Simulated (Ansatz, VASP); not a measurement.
Given: the input of a run of VASP 6.6.1 on PbS.

File POSCAR:

```
PbS
1.0
    4.0896976867      0.0000000000      0.0000000000
   -2.0448488433      3.5417820905      0.0000000000
    0.0000000000      0.0000000000      3.7881670000
Pb S
1 1
Direct
    0.0000000000      0.0000000000      0.0000000000
    0.6666666667      0.3333333333      0.5000000000
```

The input INCAR.step1:

```
  PREC = Accurate
  ENCUT = 520
  EDIFF = 1E-5
  ISMEAR = -1
  SIGMA = 0.05
  LREAL = False
  LASPH = True
  NELM = 60
  ALGO = Normal
  ISIF = 2
  LWAVE = True
  GGA = PE
  NBANDS = 17
```

INCAR.step2

```
  PREC = Accurate
  ENCUT = 520
  EDIFF = 1E-6
  ISMEAR = -1
  SIGMA = 0.05
  LREAL = False
  LASPH = True
  NELM = 60
  ALGO = Normal
  ISIF = 2
  LWAVE = False
  LCHARG = True
  GGA = PE
  LHFCALC = True
  AEXX = 0.25
  HFSCREEN = 0.2
  PRECFOCK = Normal
  LELF = True
  LVHAR = True
  ISTART = 1
  NBANDS = 17
```

Contents of KPOINTS:

```
regular mesh
0
Gamma
  4 4 4
```

Potentials or basis: VASP PAW PBE potentials, release 64 (Pb_d, S).

Launch:

```console
$ cat potpaw_PBE.64/Pb_d/POTCAR potpaw_PBE.64/S/POTCAR > POTCAR
$ cp INCAR.step1 INCAR
$ mpirun -np 1 vasp_std > vasp.out
$ cp INCAR.step2 INCAR
$ mpirun -np 1 vasp_std > vasp.out
```

Question: Translate it to Ansatz 0.2.0. Potentials there: Ansatz PAW.

Answer: As run (the cutoff follows the program's own potentials):

input.yaml

```yaml
crystal:
  lattice:
    - [4.0896976867, 0.0, 0.0]
    - [-2.0448488433, 3.5417820905, 0.0]
    - [0.0, 0.0, 3.788167]
  atoms:
    - { symbol: Pb, position: [0.0, 0.0, 0.0] }
    - { symbol: S, position: [0.6666666667, 0.3333333333, 0.5] }
hamiltonian:
  xc: { exchange: pbe, correlation: pbe, exx: { coeff: 0.25, omega: 0.2 } }
  pseudopotentials: { kind: paw }
kpoints:
  mp_grid: { grid: [4, 4, 4] }
scf:
  occupations: { method: fermi_dirac, width: 0.05 }
output:
  forces: true
  stress: true
  eigenvalues: true
```

Potentials or basis: Ansatz PAW.

The run is started by

```bash
$ ansatz run input.yaml --threads 2 --pin off --max-ram 5632MiB --backend cpu --events-out ev --progress --plain --runs-dir out
```

Both were run:

|  | VASP | Ansatz | Ansatz less VASP |
| --- | --- | --- | --- |
| gap on the k mesh at the Fermi level (eV) | 0.65 | 0.65 | -0.002 |
| least direct gap on the mesh (eV) | 1.36 | 1.35 | -0.006 |
| pressure (GPa) | -1.2 | -1.1 | +0.09 |
| traceless stress, the component that is largest in VASP (GPa) | 0.18 | 0.19 | +0.016 |

VASP's potentials were made for PBE, not for PBE-based screened hybrid. The functional is the same, so the differences come from potentials, cutoffs and numerics.

The k mesh is coarse, so the values compare programs but aren't converged. Neither program's run includes spin-orbit coupling.
